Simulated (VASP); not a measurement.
**Mg4HO8 (a cell with a defect): single point with LDA**

The system is Mg4HO8 (a cell with a defect).

```xyz
13
Lattice="-3.1160 -1.7990 3.4256 3.1160 -1.7990 3.4256 0.0000 3.5980 3.4256" Properties=species:S:1:pos:R:3 pbc="T T T"
Mg    0.0000    0.0000    0.0000
Mg    0.0000   -1.7990    3.4256
Mg   -1.5580    0.8995    3.4256
Mg    1.5580    0.8995    3.4256
O     0.0000    0.0000    4.4131
O     0.0000   -1.7990    7.8386
O    -1.5580    0.8995    7.8386
O     1.5580    0.8995    7.8386
O     0.0000    0.0000    5.8636
O     0.0000    1.7990    2.4381
O     1.5580   -0.8995    2.4381
O    -1.5580   -0.8995    2.4381
H     1.1685   -4.7224    8.5641
```

```yaml
Program: VASP 6.6.1
Task: single point
Functional: LDA
Potentials_or_basis: VASP PAW LDA potentials, release 64 (Mg, O, H)
Cutoff: 520 eV
k_mesh: 6 × 6 × 6
Occupations: gaussian, width 0.05 eV
Spin: no spin polarisation
```

* Largest force: 22.681 eV/Å

Forces on the atoms (eV/Å):
```
Mg   -0.109   0.300  -0.267
Mg   -0.443  -0.255   0.609
Mg   -0.061  -0.035  -0.002
Mg    0.205  -0.245  -0.267
O     0.073   0.057  -0.226
O     0.023   0.013  -0.100
O     8.903   5.140 -20.123
O     0.086   0.035  -0.226
O     0.044   0.087   0.141
O     0.038   0.022   0.266
O     9.056   5.228  20.126
O     0.097  -0.006   0.141
H   -17.913 -10.342  -0.073
```

Levels at points of the mesh, in eV from the Fermi level:
```csv
k point,band 26,band 27,band 28,band 29,band 30,band 31
"(0.00, 0.00, 0.00)",-0.49,-0.48,-0.20,0.70,3.76,3.77
"(0.50, 0.00, 0.00)",-1.08,-0.67,-0.50,0.96,3.89,4.09
"(0.00, 0.50, 0.00)",-1.08,-0.65,-0.47,0.96,3.90,4.10
"(0.50, 0.50, 0.00)",-1.12,-0.97,-0.66,0.92,3.58,4.14
"(0.00, 0.50, 0.50)",-1.04,-1.00,-0.68,0.91,3.58,4.14
"(0.50, 0.50, 0.50)",-1.31,-0.28,-0.23,0.45,3.26,4.24
```

Wall time 5 min on 1 thread of Oxide Virtual Turin-like Processor, on a shared host, peak memory 0.33 GiB.

Caveat: the cell carries a net charge on a neutralising background, which shifts energy and pressure; the cell is charged against a uniform background, so pressure and absolute levels hang on convention.
